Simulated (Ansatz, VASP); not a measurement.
One calculation of Ag, two programs

The input INCAR:

```
  PREC = Accurate
  ENCUT = 600
  EDIFF = 1E-6
  ISMEAR = 0
  SIGMA = 0.1
  LREAL = False
  LASPH = True
  NELM = 60
  ALGO = Fast
  ISIF = 3
  LWAVE = False
  LCHARG = False
  GGA = PE
  IBRION = 2
  NSW = 100
  EDIFFG = -0.01
```

The input KPOINTS:

```
regular mesh
0
Gamma
  20 20 20
```

The input POSCAR:

```
Ag
1.0
    2.7003703555      0.0000000000      0.0000000000
    0.0000000000      2.7003703555      0.0000000000
    0.0000000000      0.0000000000      2.7667878904
Ag
1
Direct
    0.0000000000      0.0000000000      0.0000000000
```

Input for Ansatz:

```yaml
crystal:
  lattice:
    - [2.7003703555, 0.0, 0.0]
    - [0.0, 2.7003703555, 0.0]
    - [0.0, 0.0, 2.7667878904]
  atoms:
    - { symbol: Ag, position: [0.0, 0.0, 0.0] }
basis:
  ecutwfc: 420
kpoints:
  mp_grid: { grid: [20, 20, 20] }
hamiltonian:
  xc: pbe
scf:
  occupations: { method: gaussian, width: 0.1 }
output:
  forces: true
  stress: true
  eigenvalues: true
relax:
  adjacent_minimum: "off"
  f_tol: 0.01
  max_steps: 80
  cell: { stress_tol: 0.05 }
```

Alike in both runs: task relaxation of cell and atoms; functional PBE; k mesh 20 × 20 × 20; occupations gaussian, width 0.1 eV; no spin polarisation.

|  | VASP | Ansatz |
| --- | --- | --- |
| version | VASP 6.6.1 | Ansatz 0.2.0 |
| potentials or method | VASP PAW PBE potentials, release 64 (Ag), cutoff 600 eV | scalar-relativistic, plane waves, PAW |
| valence electrons in the cell | 11 | 19 |

```tsv
	VASP	Ansatz	Ansatz less VASP
gap on the k mesh at the Fermi level, each at its own relaxed structure (eV)	none	none	-
relaxed volume (Å³/atom)	20.76	20.80	+0.040
relaxed length of the cell vector where the two differ most in proportion (Å)	2.747	2.750	+0.0026
```

A gap of «none» marks a metal or a gap that the smearing closes. VASP's potentials hold 11 valence electrons a cell and Ansatz's 19, so a difference there can come from the potentials and not from the codes.
